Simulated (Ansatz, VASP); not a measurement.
# Bi in VASP and in Ansatz

```xyz
1
Lattice="-1.9762 1.9762 1.9762 1.9762 -1.9762 1.9762 1.9762 1.9762 -1.9762" Properties=species:S:1:pos:R:3 pbc="T T T"
Bi    0.0000    0.0000    0.0000
```

Alike in both runs: task single point; functional PBEsol; k mesh 16 × 16 × 16; occupations gaussian, width 0.1 eV; no spin polarisation.

|  | VASP | Ansatz |
| --- | --- | --- |
| version | VASP 6.6.1 | Ansatz 0.2.0 |
| potentials or method | VASP PAW PBE potentials, release 64 (Bi_d), cutoff 520 eV | scalar-relativistic, plane waves, PAW |
| valence electrons in the cell | 15 | 15 |

Ansatz gave:

| Item | Value |
| --- | --- |
| gap on the k mesh at the Fermi level (eV) | none |
| pressure (GPa) | -1.6 |

**Question.** Which values does VASP return?

**Answer.** gap on the k mesh at the Fermi level (eV): none; pressure (GPa): -1.7.

VASP's potentials were made for PBE, not for PBEsol. A gap of «none» marks a metal or a gap that the smearing closes. With one functional, cell and mesh, what is left measures potentials, basis and numerics.

Neither program's run includes spin-orbit coupling.
